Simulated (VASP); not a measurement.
# Cd3HgTe4 (P4/mmm) in VASP: relaxation of cell and atoms with PBE

Aim: the relaxation of cell and atoms of Cd3HgTe4 with PBE.

Program: VASP 6.6.1. These are calculated values, not measurements. Logs are shortened: lines on timing, memory, paths and dates and some standing lists are left out, and cuts for length are marked.

## 1. The cell of the first run

Symmetry: P4/mmm, No. 123, tetragonal system. The conventional cell has a = 4.378 Å, b = 4.378 Å, c = 12.382 Å, α = 90.00°, β = 90.00°, γ = 90.00°. Cd (site symmetry 4mm) has 6 Te at 3.10 Å within 4.1 Å. Within 4.1 Å of Cd (site symmetry 4/mmm) lie 6 Te at 3.10 Å. Hg (site symmetry 4/mmm) has 6 Te at 3.10 Å within 4.1 Å. Within 4.1 Å of Te (site symmetry 4mm) lie 5 Cd at 3.10 Å and 1 Hg at 3.10 Å. Within 4.1 Å of Te (site symmetry 4/mmm) lie 6 Cd at 3.10 Å. Within 4.1 Å of Te (site symmetry 4/mmm) lie 2 Cd at 3.10 Å and 4 Hg at 3.10 Å.

## 2. Relaxation of cell and atoms, PBE

Contents of INCAR:

```
PREC = Accurate
ENCUT = 600
EDIFF = 1E-6
ISMEAR = 0
SIGMA = 0.1
LREAL = F
LASPH = T
NELM = 100
ALGO = Fast
ISIF = 3
LWAVE = F
LCHARG = F
GGA = PE
IBRION = 2
NSW = 100
EDIFFG = -0.01
```

Contents of KPOINTS:

```
regular mesh
0
Gamma
  8 8 4
```

Contents of POSCAR:

```
Cd3HgTe4
1.0
    4.3777576600      0.0000000000      0.0000000000
    0.0000000000      4.3777576600      0.0000000000
    0.0000000000      0.0000000000     12.3821685100
Cd Hg Te
3 1 4
Direct
    0.5000000000      0.5000000000      0.2500000000
    0.0000000000      0.0000000000      0.5000000000
    0.5000000000      0.5000000000      0.7500000000
    0.0000000000      0.0000000000      0.0000000000
    0.0000000000      0.0000000000      0.2500000000
    0.5000000000      0.5000000000      0.5000000000
    0.0000000000      0.0000000000      0.7500000000
    0.5000000000      0.5000000000      0.0000000000
```

Potentials or basis: VASP PAW PBE potentials, release 64 (Cd, Hg, Te).

Started as:

```console
cat potpaw_PBE.64/Cd/POTCAR potpaw_PBE.64/Hg/POTCAR potpaw_PBE.64/Te/POTCAR > POTCAR
mpirun -np 1 vasp_std > vasp.out
```

OUTCAR:

```text
PREC = Accurate
   ENCUT = 600
   EDIFF = 1E-6
   ISMEAR = 0
   LREAL = F
   LASPH = T
   NELM = 100
   ISIF = 3
   GGA = PE
   IBRION = 2
   NSW = 100
   EDIFFG = -0.01

 ion  position               nearest neighbor table
   1  0.500  0.500  0.250-   6 3.10   8 3.10   5 3.10   5 3.10   5 3.10   5 3.10
   2  0.000  0.000  0.500-   5 3.10   7 3.10   6 3.10   6 3.10   6 3.10   6 3.10
   3  0.500  0.500  0.750-   6 3.10   8 3.10   7 3.10   7 3.10   7 3.10   7 3.10
   4  0.000  0.000  0.000-   5 3.10   7 3.10   8 3.10   8 3.10   8 3.10   8 3.10
   5  0.000  0.000  0.250-   2 3.10   4 3.10   1 3.10   1 3.10   1 3.10   1 3.10
   6  0.500  0.500  0.500-   1 3.10   3 3.10   2 3.10   2 3.10   2 3.10   2 3.10
   7  0.000  0.000  0.750-   2 3.10   4 3.10   3 3.10   3 3.10   3 3.10   3 3.10
   8  0.500  0.500  0.000-   1 3.10   3 3.10   4 3.10   4 3.10   4 3.10   4 3.10

  LATTYP: Found a simple tetragonal cell.
 ALAT       =     4.3777576600
 C/A-ratio  =     2.8284271245

  Lattice vectors:

 A1 = (   4.3777576600,   0.0000000000,   0.0000000000)
 A2 = (   0.0000000000,   4.3777576600,   0.0000000000)
 A3 = (   0.0000000000,   0.0000000000,  12.3821685100)

Analysis of symmetry for initial positions (statically):
=====================================================================
 Subroutine PRICEL returns:
 Original cell was already a primitive cell.

 Routine SETGRP: Setting up the symmetry group for a
 simple tetragonal supercell.

 Subroutine GETGRP returns: Found 16 space group operations
 (whereof 16 operations were pure point group operations)
 out of a pool of 16 trial point group operations.

The static configuration has the point symmetry D_4h.

Analysis of symmetry for dynamics (positions and initial velocities):
=====================================================================
 Subroutine PRICEL returns:
 Original cell was already a primitive cell.

 Routine SETGRP: Setting up the symmetry group for a
 simple tetragonal supercell.

 Subroutine GETGRP returns: Found 16 space group operations
 (whereof 16 operations were pure point group operations)
 out of a pool of 16 trial point group operations.

The dynamic configuration has the point symmetry D_4h.

 Subroutine INISYM returns: Found 16 space group operations
 (whereof 16 operations are pure point group operations),
 and found     1 'primitive' translations

----------------------------------------------------------------------------------------

                                     Primitive cell

  volume of cell :     237.3013

  direct lattice vectors                    reciprocal lattice vectors
     4.377757660  0.000000000  0.000000000     0.228427446  0.000000000  0.000000000
     0.000000000  4.377757660  0.000000000     0.000000000  0.228427446  0.000000000
     0.000000000  0.000000000 12.382168510     0.000000000  0.000000000  0.080761298

  length of vectors
     4.377757660  4.377757660 12.382168510     0.228427446  0.228427446  0.080761298

  position of ions in fractional coordinates (direct lattice)
     0.500000000  0.500000000  0.250000000
     0.000000000  0.000000000  0.500000000
     0.500000000  0.500000000  0.750000000
     0.000000000  0.000000000  0.000000000
     0.000000000  0.000000000  0.250000000
     0.500000000  0.500000000  0.500000000
     0.000000000  0.000000000  0.750000000
     0.500000000  0.500000000  0.000000000

  ion indices of the primitive-cell ions
   primitive index   ion index
                 1           1
                 2           2
                 3           3
                 4           4
                 5           5
                 6           6
                 7           7
                 8           8

----------------------------------------------------------------------------------------

 KPOINTS: regular mesh

Automatic generation of k-mesh.
 Grid dimensions read from file:
 generate k-points for:    8    8    4

 Generating k-lattice:

  Cartesian coordinates                     Fractional coordinates (reciprocal lattice)
     0.028553431  0.000000000  0.000000000     0.125000000  0.000000000  0.000000000
     0.000000000  0.028553431  0.000000000     0.000000000  0.125000000  0.000000000
     0.000000000  0.000000000  0.020190324     0.000000000  0.000000000  0.250000000

  Length of vectors
     0.028553431  0.028553431  0.020190324

  Shift w.r.t. Gamma in fractional coordinates (k-lattice)
     0.000000000  0.000000000  0.000000000

 Subroutine IBZKPT returns following result:
 ===========================================

 Found     45 irreducible k-points:

 Following reciprocal coordinates:
            Coordinates               Weight
  0.000000  0.000000  0.000000      1.000000
  0.125000  0.000000  0.000000      4.000000
  0.250000  0.000000  0.000000      4.000000
  0.375000  0.000000  0.000000      4.000000
  0.500000  0.000000  0.000000      2.000000
  0.125000  0.125000  0.000000      4.000000
[... 16 lines left out ...]
  0.375000  0.125000  0.250000     16.000000
  0.500000  0.125000  0.250000      8.000000
 [... further k-points ...]
   k-points           NKPTS =     45   k-points in BZ     NKDIM =     45   number of bands    NBANDS=     43
   number of dos      NEDOS =    301   number of ions     NIONS =      8
   total plane-waves  NPLWV = 129600
   dimension x,y,z NGX =    36 NGY =   36 NGZ =  100
   dimension x,y,z NGXF=    72 NGYF=   72 NGZF=  200
   ions per type =               3   1   4
   NGX,Y,Z   is equivalent  to a cutoff of  13.67, 13.67, 13.43 a.u.
   NGXF,Y,Z  is equivalent  to a cutoff of  27.34, 27.34, 26.85 a.u.
 SYSTEM =  unknown system
   PREC   = accura    normal or accurate (medium, high low for compatibility)
   ISTART =      0    job   : 0-new  1-cont  2-samecut
   ICHARG =      2    charge: 1-file 2-atom 10-const
   ISPIN  =      1    spin polarized calculation?
   LNONCOLLINEAR =      F non collinear calculations
   LSORBIT =      F    spin-orbit coupling
   LASPH  =      T    aspherical Exc in radial PAW
   ENCUT  =  600.0 eV  44.10 Ry    6.64 a.u.   8.74  8.74 24.73*2*pi/ulx,y,z
   NELM   =    100;   NELMIN=  2; NELMDL= -5     # of ELM steps
   EDIFF  = 0.1E-05   stopping-criterion for ELM
   LREAL  =      F    real-space projection
   EDIFFG = -.1E-01   stopping-criterion for IOM
   NSW    =    100    number of steps for IOM
   IBRION =      2    ionic relax: 0-MD 1-quasi-New 2-CG
   NFREE  =      1    steps in history (QN), initial steepest desc. (CG)
   ISIF   =      3    stress and relaxation
   ISYM   =      2    0-nonsym 1-usesym 2-fastsym
   POTIM  = 0.5000    time-step for ionic-motion
   TEBEG  =    0.0;   TEEND  =   0.0 temperature during run
   PSTRESS=    0.0 pullay stress
   NELECT =      72.0000    total number of electrons
   NUPDOWN=      -1.0000    fix difference up-down
   EMIN   =  10.00;   EMAX   =-10.00  energy-range for DOS
   EFERMI =   0.00;   METHOD = LEGACY
   ISMEAR =     0;   SIGMA  =   0.10  broadening in eV -4-tet -1-fermi 0-gaus
   EFERMI_NEDOS =   21; number of points for ismear=-14 and -15
   IALGO  =     68    algorithm
   IMIX   =      4    mixing-type and parameters
     AMIX     =   0.40;   BMIX     =  1.00
     AMIX_MAG =   1.60;   BMIX_MAG =  1.00
  volume/ion in A,a.u.               =      29.66       200.17
  Fermi-wavevector in a.u.,A,eV,Ry     =   1.100067  2.078824 16.465041  1.210146
  Thomas-Fermi vector in A             =   2.236472
   LORBIT       =      0    0 simple, 1 ext, 2 COOP (PROOUT), +10 PAW based schemes
   GGA     = PE    functional components
   LHFCALC =     F    Hartree Fock is set to
   AEXX    =    0.0000 exact exchange contribution
   IVDW    =     0    specifies the selected vdW correction
   LEPSILON=     F    determine dielectric tensor
   LRPA    =     F    only Hartree local field effects (RPA)
 conjugate gradient relaxation of ions
 non-spin polarized calculation
 RMM-DIIS sequential band-by-band and
 Gauss-broadening in eV      SIGMA  =   0.10
  energy-cutoff  :      600.00
  volume of cell :      237.30
 maximum number of plane-waves:      7962
 NGX is ok and might be reduce to    36
   NGX = 17   NGY = 17   NGZ = 49

--------------------------------------- Ionic step        1  -------------------------------------------

 number of electron      71.9999996 magnetization

 Free energy of the ion-electron system (eV)
  ---------------------------------------------------
  ext. energy  EPLUGINS =         0.00000000
  ---------------------------------------------------
  free energy    TOTEN  =       -16.68373102 eV

  energy without entropy =      -16.66465193  energy(sigma->0) =      -16.67419148

------------------------ aborting loop because EDIFF is reached ----------------------------------------

  FORCE on cell =-STRESS in cart. coord.  units (eV):
  Direction    XX          YY          ZZ          XY          YZ          ZX
  --------------------------------------------------------------------------------------
  -------------------------------------------------------------------------------------
  Total       -1.9216822     -1.9216822     -1.3631984      0.0000000      0.0000000      0.0000000
  in kB      -12.9745412    -12.9745412     -9.2038498      0.0000000      0.0000000      0.0000000
  external PRESSURE =     -11.7176440 kB  Pullay stress =       0.0000000 kB
[... 107 lines left out ...]
  FREE ENERGIE OF THE ION-ELECTRON SYSTEM (eV)
  ---------------------------------------------------
  free  energy   TOTEN  =       -16.7112799585 eV

  energy  without entropy=      -16.6928455828  energy(sigma->0) =      -16.70206277

[... ionic steps 4 to 9 ...]

--------------------------------------- Ionic step       10  -------------------------------------------

 number of electron      71.9999995 magnetization

------------------------ aborting loop because EDIFF is reached ----------------------------------------
[... 79 lines left out ...]
--------------------------------------- Ionic step       12  -------------------------------------------

 number of electron      71.9999995 magnetization

 Free energy of the ion-electron system (eV)
  ---------------------------------------------------
  ext. energy  EPLUGINS =         0.00000000
  ---------------------------------------------------
  free energy    TOTEN  =       -16.72813521 eV

  energy without entropy =      -16.70821292  energy(sigma->0) =      -16.71817407

 E-fermi :   3.8463     XC(G=0):  -9.6740

 val. band max:        3.8412892569   @ k =   0.0000   0.0000   0.0000
 cond. band min:       3.8593035934   @ k =   0.5000   0.0000   0.0000
 fundamental gap:      0.0180143366
 Fermi energy:         3.8462834493

 k-point     1 :       0.0000    0.0000    0.0000
  band No.  band energies     occupation
      1      -7.7486      2.00000
      2      -7.3081      2.00000
      3      -7.1760      2.00000
      4      -6.8636      2.00000
      5      -4.4236      2.00000
      6      -4.4148      2.00000
[... 1093 lines left out ...]
     42       7.6779      0.00000
     43       8.1300      0.00000

 [... further k-points ...]

------------------------ aborting loop because EDIFF is reached ----------------------------------------

  FORCE on cell =-STRESS in cart. coord.  units (eV):
  Direction    XX          YY          ZZ          XY          YZ          ZX
  --------------------------------------------------------------------------------------
  -------------------------------------------------------------------------------------
  Total        0.0013005      0.0013005      0.0199646      0.0000000     -0.0000000      0.0000000
  in kB        0.0090085      0.0090085      0.1382925      0.0000000     -0.0000000      0.0000000
  external PRESSURE =       0.0521032 kB  Pullay stress =       0.0000000 kB
[... 23 lines left out ...]
  FREE ENERGIE OF THE ION-ELECTRON SYSTEM (eV)
  ---------------------------------------------------
  free  energy   TOTEN  =       -16.7281352135 eV

  energy  without entropy=      -16.7082129193  energy(sigma->0) =      -16.71817407

 reached required accuracy - stopping structural energy minimisation
```

Run time: 61 min. Hardware: 1 thread of Oxide Virtual Turin-like, shared host; peak memory 0.72 GiB.

Results:

```yaml
Free_energy: -16.7281 eV
Relaxed_volume: 28.91 Å³/atom
Relaxed_cell: a = 4.319 Å, b = 4.319 Å, c = 12.399 Å, α = 90.00°, β = 90.00°, γ = 90.00°
Space_group_after_relaxing_to_0.1_Å: P4/mmm (No. 123)
Energy_gained_by_relaxing: 5.6 meV/atom
Ionic_steps: 12
Pressure_after_relaxing: 0.0 GPa
Largest_force_after_relaxing: 0.009 eV/Å
Band_gap_on_the_k_mesh: zero (bands 36 and 37 overlap by 2.18 eV)
```

Forces in eV/Å, atoms in the order of the input:
```
Cd   0.000  0.000  0.009
Cd   0.000  0.000  0.000
Cd   0.000  0.000 -0.009
Hg   0.000  0.000  0.000
Te   0.000  0.000  0.002
Te   0.000  0.000  0.000
Te   0.000  0.000 -0.002
Te   0.000  0.000  0.000
```

The path:
```csv
step,energy change (eV),largest force (eV/Å),pressure (GPa),volume (Å³)
1,0.0000,0.1761,-1.17,237.30
2,-0.0273,0.1704,0.22,229.93
3,-0.0275,0.1711,0.07,230.55
4,-0.0275,0.1709,0.11,230.42
5,-0.0310,0.1567,0.10,230.45
6,-0.0385,0.1115,0.10,230.55
7,-0.0399,0.0151,0.18,230.71
8,-0.0415,0.0597,0.14,230.64
9,-0.0434,0.0154,-0.23,232.52
10,-0.0437,0.0265,-0.13,232.05
11,-0.0442,0.0101,0.08,230.95
12,-0.0444,0.0093,0.01,231.30
```

Final structure:
```
Cd Hg Te
1.0
     4.31913    0.00000    0.00000
     0.00000    4.31913    0.00000
     0.00000    0.00000   12.39880
Cd Hg Te
3 1 4
Direct
  0.50000 0.50000 0.25080
  0.00000 0.00000 0.50000
  0.50000 0.50000 0.74920
  0.00000 0.00000 0.00000
  0.00000 0.00000 0.25746
  0.50000 0.50000 0.50000
  0.00000 0.00000 0.74254
  0.50000 0.50000 0.00000
```

Caveat: spin-orbit coupling is left out, which moves the levels of the heavy elements.
